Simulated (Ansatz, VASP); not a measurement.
# ZnGeP2 in VASP and in Ansatz

INCAR

```
  ALGO = Normal
  EDIFF = 1E-6
  ENCUT = 500
  GGA = PE
  GGA_COMPAT = F
  ISIF = 2
  ISMEAR = -1
  LASPH = T
  LCHARG = T
  LELF = T
  LREAL = F
  LVHAR = T
  LWAVE = F
  NBANDS = 46
  NELM = 120
  PREC = Accurate
  SIGMA = 0.02
```

File KPOINTS:

```
k-points
0
Gamma
  6 6 6
```

File POSCAR:

```
ZnGeP2
1.0
   -2.8050408024      2.8050408024      5.2199103843
    2.8050408024     -2.8050408024      5.2199103843
    2.8050408024      2.8050408024     -5.2199103843
Zn Ge P
2 2 4
Direct
    0.7500000000      0.2500000000      0.5000000000
    0.0000000000      0.0000000000      0.0000000000
    0.2500000000      0.7500000000      0.5000000000
    0.5000000000      0.5000000000      0.0000000000
    0.1318181480      0.6250000000      0.0068181480
    0.8750000000      0.8681818520      0.4931818520
    0.3750000000      0.3818181480      0.5068181480
    0.6181818520      0.1250000000      0.9931818520
```

Input for Ansatz:

```yaml
crystal:
  lattice:
    - [-2.8050408024, 2.8050408024, 5.2199103843]
    - [2.8050408024, -2.8050408024, 5.2199103843]
    - [2.8050408024, 2.8050408024, -5.2199103843]
  atoms:
    - { symbol: Zn, position: [0.75, 0.25, 0.5] }
    - { symbol: Zn, position: [0.0, 0.0, 0.0] }
    - { symbol: Ge, position: [0.25, 0.75, 0.5] }
    - { symbol: Ge, position: [0.5, 0.5, 0.0] }
    - { symbol: P, position: [0.131818148, 0.625, 0.006818148] }
    - { symbol: P, position: [0.875, 0.868181852, 0.493181852] }
    - { symbol: P, position: [0.375, 0.381818148, 0.506818148] }
    - { symbol: P, position: [0.618181852, 0.125, 0.993181852] }
kpoints:
  mp_grid: { grid: [6, 6, 6] }
  band_path:
    path:
      - [0.0, 0.0, 0.0]
      - [0.0, 0.0, 0.5]
      - [0.25, 0.25, 0.25]
      - [0.0, 0.5, 0.0]
      - [0.5, 0.5, -0.5]
      - [0.3144035238, 0.6855964762, -0.3144035238]
      - [-0.3144035238, 0.3144035238, 0.3144035238]
      - [-0.1288070476, 0.1288070476, 0.5]
      - [0.5, 0.5, -0.1288070476]
      - [0.15625, 0.15625, -0.15625]
    npoints: 1
hamiltonian:
  xc: pbe
scf:
  occupations: { method: fermi_dirac, width: 0.02 }
  n_extra_bands: 6
output:
  forces: true
  stress: true
  eigenvalues: true
```

Change from the starting cell: epitaxial_xy strain +3.0%.

Alike in both runs: task single point; functional PBE; k mesh 6 × 6 × 6; occupations fermi-dirac, width 0.02 eV; no spin polarisation.

```csv
,VASP,Ansatz
version,VASP 6.6.1,Ansatz 0.2.0
potentials or method,"VASP PAW PBE potentials, release 64 (Zn, Ge_d, P)","plane waves, PAW"
plane-wave cutoff (eV),500,420
valence electrons in the cell,72,72
```

Ansatz gave:

```
gap on the k mesh at the Fermi level (eV)                     : 1.00
pressure (GPa)                                                : -0.1
traceless stress, the component that is largest in VASP (GPa) : 2.24
rms of the force components (eV/Å)                            : 0.043
```

Task: Estimate VASP's values.

Result: gap on the k mesh at the Fermi level (eV): 1.00; pressure (GPa): -0.1; traceless stress, the component that is largest in VASP (GPa): 2.24; rms of the force components (eV/Å): 0.031.

Atom by atom the forces differ by 0.012 eV/Å (rms over components). The functional is the same, so the differences come from potentials, cutoffs and numerics.
